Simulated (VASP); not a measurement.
Set up this calculation in VASP 6.6.1, as the native input.

- Task: single point
- Functional: PBEsol
- Potentials or basis: VASP PAW PBE potentials, release 64 (Zn, Si, P)
- Cutoff: 500 eV
- k mesh: 5 × 5 × 5
- Occupations: fermi-dirac, width 0.05 eV
- Spin: no spin polarisation
- Dipole correction: no
- Further INCAR settings: ALGO = Normal; EDIFF = 1e-06; NBANDS = 36

The structure of ZnSiP2 lies in POSCAR:

```
ZnSiP2
1.0
   -2.6130573172      2.6130573172      5.0866697114
    2.6130573172     -2.6130573172      5.0866697114
    2.6130573172      2.6130573172     -5.0866697114
Zn Si P
2 2 4
Direct
    0.0000000000      0.0000000000      0.0000000000
    0.7500000000      0.2500000000      0.5000000000
    0.5000000000      0.5000000000      0.0000000000
    0.2500000000      0.7500000000      0.5000000000
    0.3750000000      0.3923010000      0.5173010000
    0.8750000000      0.8576990000      0.4826990000
    0.6076990000      0.1250000000      0.9826990000
    0.1423010000      0.6250000000      0.0173010000
```

These files were run (other wordings do the same):

INCAR

```
SYSTEM = ZnSiP2
PREC = Accurate
ENCUT = 500
EDIFF = 1E-6
ISMEAR = -1
SIGMA = 0.05
LREAL = .False.
LASPH = .True.
NELM = 120
ALGO = Normal
ISIF = 2
LWAVE = .False.
LCHARG = .False.
GGA = PS
NBANDS = 36
GGA_COMPAT = .False.
```

KPOINTS

```
Automatic mesh
0
Gamma
  5 5 5
  0 0 0
```

Potentials or basis: VASP PAW PBE potentials, release 64 (Zn, Si, P).

Command:

```sh
$ cat potpaw_PBE.64/Zn/POTCAR potpaw_PBE.64/Si/POTCAR potpaw_PBE.64/P/POTCAR > POTCAR
$ mpirun -np 1 vasp_std > vasp.out
```

Results of the run:

| Quantity | Value |
| --- | --- |
| Pressure | 8.6 GPa |
| Largest force | 0.370 eV/Å |
| Band gap on the k mesh | 1.01 eV |

Caveat: the cell stands under pressure; the PAW data sets were made with another functional, which shifts forces and pressure a little.

Run time: 80 s on 1 thread of Intel(R) Xeon(R) Platinum 8488C (Sapphire Rapids), on a shared host, peak memory 0.35 GiB.
